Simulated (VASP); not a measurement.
# B (Pm-3m) in VASP: notebook, part 2 of 2

VASP 6.6.1. The steps go on from the part before.

### 3 Single point, PBE (volume scaled by 1.04)

The input, INCAR:

```
SYSTEM = B
PREC     = Accurate       ! precision mode
ENCUT    = 520            ! plane-wave cutoff, eV
EDIFF    = 1E-7           ! SCF threshold, eV
ISMEAR   = -1             ! smearing method
SIGMA    = 0.1            ! smearing width, eV
LREAL    = .FALSE.        ! projectors in reciprocal space
LASPH    = .TRUE.         ! aspherical terms in the spheres
NELM     = 100            ! most SCF steps
ALGO     = Normal         ! electronic algorithm
ISIF     = 2              ! what is computed and relaxed
LWAVE    = .FALSE.        ! write WAVECAR
LCHARG   = .FALSE.        ! write CHGCAR
GGA      = PE             ! functional
NBANDS   = 8              ! bands
```

The input, KPOINTS:

```
regular mesh
0
G
  19 19 19
  0 0 0
```

The input, POSCAR:

```
B
1.0
    1.9087415777      0.0000000000      0.0000000000
    0.0000000000      1.9087415777      0.0000000000
    0.0000000000      0.0000000000      1.9087415777
B
1
Direct
    0.0000000000      0.0000000000      0.0000000000
```

Potentials or basis: VASP PAW PBE potentials, release 64 (B).

The run is started by

```bash
> cat potpaw_PBE.64/B/POTCAR > POTCAR
> mpirun -np 1 vasp_std > vasp.out
```

Run time: 7.3 s. Hardware: 1 thread of Intel Xeon 6975P-C, shared host; peak memory 0.11 GiB.

The run converged. Its results:

```
Free energy : -5.6090 eV
Pressure    : -8.3 GPa
```

Levels at points of the mesh, in eV from the Fermi level:
| k point | band 1 | band 2 | band 3 | band 4 | band 5 | band 6 |
| --- | --- | --- | --- | --- | --- | --- |
| (0.00, 0.00, 0.00) | -15.46 | 13.17 | 13.17 | 13.17 | 23.54 | 23.54 |

### 4 Single point, PBE (volume scaled by 1.08)

The input, INCAR:

```
SYSTEM = B
  ALGO = Normal
  EDIFF = 1E-7
  ENCUT = 520
  GGA = PE
  ISIF = 2
  ISMEAR = -1
  LASPH = .True.
  LCHARG = .False.
  LREAL = .False.
  LWAVE = .False.
  NBANDS = 8
  NELM = 100
  PREC = Accurate
  SIGMA = 0.1
```

The input, KPOINTS:

```
k-points
0
Gamma
  19 19 19
  0 0 0
```

The input, POSCAR:

```
B
1.0
    1.9329054287      0.0000000000      0.0000000000
    0.0000000000      1.9329054287      0.0000000000
    0.0000000000      0.0000000000      1.9329054287
B
1
Direct
    0.0000000000      0.0000000000      0.0000000000
```

Potentials or basis: VASP PAW PBE potentials, release 64 (B).

The run is started by

```bash
> cat potpaw_PBE.64/B/POTCAR > POTCAR
> mpirun -np 1 vasp_std > vasp.out
```

OUTCAR:

```text
SYSTEM = B
   EDIFF = 1E-7
   ENCUT = 520
   GGA = PE
   ISIF = 2
   ISMEAR = -1
   LASPH = .True.
   LREAL = .False.
   NELM = 100
   PREC = Accurate

 ion  position               nearest neighbor table
   1  0.000  0.000  0.000-

  LATTYP: Found a simple cubic cell.
 ALAT       =     1.9329054287

  Lattice vectors:

 A1 = (   1.9329054287,   0.0000000000,   0.0000000000)
 A2 = (   0.0000000000,   1.9329054287,   0.0000000000)
[... 440 lines left out ...]
      6      35.1826      0.00000
      7      43.4383      0.00000
      8      44.9865      0.00000

 [... further k-points ...]

------------------------ aborting loop because EDIFF is reached ----------------------------------------

  FORCE on cell =-STRESS in cart. coord.  units (eV):
  Direction    XX          YY          ZZ          XY          YZ          ZX
  --------------------------------------------------------------------------------------
  -------------------------------------------------------------------------------------
  Total       -0.6962153     -0.6962153     -0.6962153     -0.0000000     -0.0000000      0.0000000
  in kB     -154.4622355   -154.4622355   -154.4622355     -0.0000000     -0.0000000      0.0000000
  external PRESSURE =    -154.4622355 kB  Pullay stress =       0.0000000 kB

 VOLUME and BASIS-vectors are now :
 -----------------------------------------------------------------------------
  energy-cutoff  :      520.00
  volume of cell :        7.22
      direct lattice vectors                 reciprocal lattice vectors
     1.932905429  0.000000000  0.000000000     0.517355886  0.000000000  0.000000000
     0.000000000  1.932905429  0.000000000     0.000000000  0.517355886  0.000000000
     0.000000000  0.000000000  1.932905429     0.000000000  0.000000000  0.517355886

 POSITION                                       TOTAL-FORCE (eV/Angst)
 -----------------------------------------------------------------------------------
      0.00000      0.00000      0.00000         0.000000      0.000000      0.000000
 -----------------------------------------------------------------------------------
    total drift:                                0.000000      0.000000     -0.000000

  FREE ENERGIE OF THE ION-ELECTRON SYSTEM (eV)
  ---------------------------------------------------
  free  energy   TOTEN  =        -5.5891530510 eV

  energy  without entropy=       -5.5789940774  energy(sigma->0) =       -5.58407356
```

OSZICAR:

```text
N       E                     dE             d eps       ncg     rms          rms(c)
DAV:   1    -0.354334736431E+01   -0.35433E+01   -0.15294E+03  3888   0.294E+02
DAV:   2    -0.559471105043E+01   -0.20514E+01   -0.19264E+01  4624   0.339E+01
DAV:   3    -0.559793141539E+01   -0.32204E-02   -0.32196E-02  4088   0.140E+00
DAV:   4    -0.559793154581E+01   -0.13043E-06   -0.12965E-06  5160   0.868E-03
DAV:   5    -0.559793154517E+01    0.64371E-09   -0.49076E-11  4048   0.307E-05    0.145E+00
DAV:   6    -0.559139396120E+01    0.65376E-02   -0.23693E-03  3928   0.283E-01    0.889E-01
DAV:   7    -0.558913169559E+01    0.22623E-02   -0.41602E-03  3968   0.393E-01    0.409E-02
DAV:   8    -0.558915311893E+01   -0.21423E-04   -0.31333E-05  3840   0.458E-02    0.126E-02
DAV:   9    -0.558915296265E+01    0.15628E-06   -0.28446E-06  4544   0.104E-02    0.266E-03
DAV:  10    -0.558915305103E+01   -0.88375E-07   -0.51360E-08  3848   0.164E-03
   1 F= -.55891531E+01 E0= -.55840736E+01  d E =-.101590E-01
```

It took 7.7 s on 1 thread of Intel Xeon 6975P-C, shared host; peak memory 0.11 GiB.

What came out:

```
Free energy : -5.5892 eV
Pressure    : -15.4 GPa
```

### 5 Single point, PBE (volume scaled by 1.12)

The input, INCAR:

```
SYSTEM = B
  PREC = Accurate
  ENCUT = 520
  EDIFF = 1E-7
  ISMEAR = -1
  SIGMA = 0.1
  LREAL = .False.
  LASPH = .True.
  NELM = 80
  ALGO = Normal
  ISIF = 2
  LWAVE = .False.
  LCHARG = .False.
  GGA = PE
  NBANDS = 8
```

The input, KPOINTS:

```
regular mesh
0
Gamma
  19 19 19
  0 0 0
```

The input, POSCAR:

```
B
1.0
    1.9564797694      0.0000000000      0.0000000000
    0.0000000000      1.9564797694      0.0000000000
    0.0000000000      0.0000000000      1.9564797694
B
1
Direct
    0.0000000000      0.0000000000      0.0000000000
```

Potentials or basis: VASP PAW PBE potentials, release 64 (B).

The run is started by

```bash
> cat potpaw_PBE.64/B/POTCAR > POTCAR
> mpirun -np 1 vasp_std > vasp.out
```

OUTCAR:

```text
SYSTEM = B
   PREC = Accurate
   ENCUT = 520
   EDIFF = 1E-7
   ISMEAR = -1
   LREAL = .False.
   LASPH = .True.
   NELM = 80
   ISIF = 2
   GGA = PE

 ion  position               nearest neighbor table
   1  0.000  0.000  0.000-

  LATTYP: Found a simple cubic cell.
 ALAT       =     1.9564797694

  Lattice vectors:

 A1 = (   1.9564797694,   0.0000000000,   0.0000000000)
 A2 = (   0.0000000000,   1.9564797694,   0.0000000000)
 A3 = (   0.0000000000,   0.0000000000,   1.9564797694)

Analysis of symmetry for initial positions (statically):
=====================================================================
 Subroutine PRICEL returns:
 Original cell was already a primitive cell.

 Routine SETGRP: Setting up the symmetry group for a
 simple cubic supercell.

 Subroutine GETGRP returns: Found 48 space group operations
 (whereof 48 operations were pure point group operations)
 out of a pool of 48 trial point group operations.

The static configuration has the point symmetry O_h .

[... 159 lines left out ...]

 val. band max:        5.9205048465   @ k =   0.4737   0.4737   0.2632
 cond. band min:       6.0055586799   @ k =   0.4211   0.3684   0.2105
 fundamental gap:      0.0850538333
 Fermi energy:         5.9972604773

 k-point     1 :       0.0000    0.0000    0.0000
  band No.  band energies     occupation
      1      -8.7915      2.00000
      2      18.3738      0.00000
      3      18.3738      0.00000
      4      18.3738      0.00000
      5      28.6475      0.00000
      6      28.6475      0.00000
      7      36.2484      0.00000
      8      55.4677      0.00000
[... 243 lines left out ...]
 k-point    24 :       0.3158    0.1053    0.0000
  band No.  band energies     occupation
      1      -5.2653      2.00000
      2       6.2887      0.10287
      3      18.3645      0.00000
      4      20.7984      0.00000
      5      32.6009      0.00000
      6      34.2250      0.00000
      7      42.2351      0.00000
      8      43.6846      0.00000

 [... further k-points ...]

------------------------ aborting loop because EDIFF is reached ----------------------------------------

  FORCE on cell =-STRESS in cart. coord.  units (eV):
  Direction    XX          YY          ZZ          XY          YZ          ZX
  --------------------------------------------------------------------------------------
  -------------------------------------------------------------------------------------
  Total       -0.9988274     -0.9988274     -0.9988274     -0.0000000     -0.0000000     -0.0000000
  in kB     -213.6854489   -213.6854489   -213.6854489     -0.0000000     -0.0000000     -0.0000000
  external PRESSURE =    -213.6854489 kB  Pullay stress =       0.0000000 kB

 VOLUME and BASIS-vectors are now :
 -----------------------------------------------------------------------------
  energy-cutoff  :      520.00
  volume of cell :        7.49
      direct lattice vectors                 reciprocal lattice vectors
     1.956479769  0.000000000  0.000000000     0.511122075  0.000000000  0.000000000
     0.000000000  1.956479769  0.000000000     0.000000000  0.511122075  0.000000000
     0.000000000  0.000000000  1.956479769     0.000000000  0.000000000  0.511122075

 POSITION                                       TOTAL-FORCE (eV/Angst)
 -----------------------------------------------------------------------------------
      0.00000      0.00000      0.00000         0.000000      0.000000      0.000000
 -----------------------------------------------------------------------------------
    total drift:                                0.000000      0.000000     -0.000000

  FREE ENERGIE OF THE ION-ELECTRON SYSTEM (eV)
  ---------------------------------------------------
  free  energy   TOTEN  =        -5.5584546997 eV

  energy  without entropy=       -5.5479826211  energy(sigma->0) =       -5.55321866
```

Run time: 8.1 s. Hardware: 1 thread of Intel Xeon 6975P-C, shared host; peak memory 0.11 GiB.

What came out:

* Free energy: -5.5585 eV
* Pressure: -21.4 GPa

### 6 Overview

| cell | gap on the mesh (eV) | pressure (GPa) |
| --- | --- | --- |
| a = 1.884 Å, 1 atom | none | 0.3 |
| a = 1.909 Å, 1 atom | none | -8.3 |
| a = 1.933 Å, 1 atom | none | -15.4 |
| a = 1.956 Å, 1 atom | none | -21.4 |

Alike in all rows: task single point; level PBE; potentials or basis VASP PAW PBE potentials, release 64 (B); no spin polarisation; k mesh 19 × 19 × 19; cutoff (eV) 520; smearing fermi-dirac 0.1 eV.

Absolute energies hang on the potentials; compare differences alone.
